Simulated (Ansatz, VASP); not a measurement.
## Co: VASP beside Ansatz

```
CELL_PARAMETERS angstrom
2.49672 0.00000 0.00000
-1.24836 2.16222 0.00000
0.00000 0.00000 4.02114
ATOMIC_POSITIONS crystal
Co 0.66667 0.33333 0.75000
Co 0.33333 0.66667 0.25000
```

Alike in both runs: task single point; functional PBE; k mesh 10 × 10 × 6; occupations fermi-dirac, width 0.05 eV; collinear spin.

|  | VASP | Ansatz |
| --- | --- | --- |
| version | VASP 6.6.1 | Ansatz 0.2.0 |
| potentials or method | VASP PAW PBE potentials, release 64 (Co) | Ansatz PAW |
| plane-wave cutoff (eV) | 520 | 420 |
| valence electrons in the cell | 18 | 34 |

```tsv
	VASP	Ansatz	Ansatz less VASP
gap on the k mesh at the Fermi level (eV)	none	none	-
pressure (GPa)	0.1	0.9	+0.71
traceless stress, the component that is largest in VASP (GPa)	0.30	0.49	+0.186
net moment per atom (μB)	1.65	1.66	+0.004
size of the moment on the site where the two differ most (μB)	1.67	1.73	+0.060
```

Site moments also hang on the region over which each program counts them. A gap of «none» marks a metal or a gap that the smearing closes. VASP's potentials hold 18 valence electrons a cell and Ansatz's 34, so a difference there can come from the potentials and not from the codes.
